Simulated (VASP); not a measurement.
Crystal: Zn4O.

```
Zn O
1.0
     3.10684    0.00000    0.00000
    -1.55342    2.69060    0.00000
     0.00000    0.00000    8.77397
Zn O
4 1
Direct
  0.66667 0.33333 0.02424
  0.00000 0.00000 0.69984
  0.33333 0.66667 0.45857
  0.00000 0.00000 0.23792
  0.66667 0.33333 0.80395
```

The cell was built from a structure type or drawn by symmetry, and may not be a known phase.

* Program: VASP 6.6.1
* Task: relaxation of cell and atoms
* Functional: PBE
* Potentials or basis: VASP PAW PBE potentials, release 64 (Zn, O)
* Cutoff: 600 eV
* k mesh: 12 × 12 × 4
* Occupations: gaussian, width 0.1 eV
* Spin: no spin polarisation

At the start: pressure 0.3 GPa; volume 14.67 Å³/atom.

Where does the relaxation end?

Over 10 steps the energy falls by 8.5 meV/atom and the volume is 14.53 Å³/atom (-1.0 %); space group P3m1 (No. 156, to 0.1 Å) before and after.

Step by step:
```csv
step,energy change (eV),largest force (eV/Å),pressure (GPa),volume (Å³)
1,0.0000,0.2409,0.34,73.34
2,-0.0205,0.2719,-0.49,73.66
3,-0.0295,0.3782,-1.50,74.09
4,-0.0404,0.1440,-0.74,73.22
5,-0.0414,0.0717,-0.27,72.80
6,-0.0414,0.0789,-0.30,72.86
7,-0.0425,0.0301,-0.08,72.73
8,-0.0425,0.0329,-0.02,72.69
9,-0.0426,0.0146,-0.01,72.66
10,-0.0426,0.0049,-0.01,72.64
```

Final structure:
```
Zn O
1.0
     3.04491    0.00000    0.00000
    -1.52246    2.63697    0.00000
     0.00000    0.00000    9.04718
Zn O
4 1
Direct
  0.66667 0.33333 0.01911
  0.00000 0.00000 0.69967
  0.33333 0.66667 0.46336
  0.00000 0.00000 0.23644
  0.66667 0.33333 0.80594
```
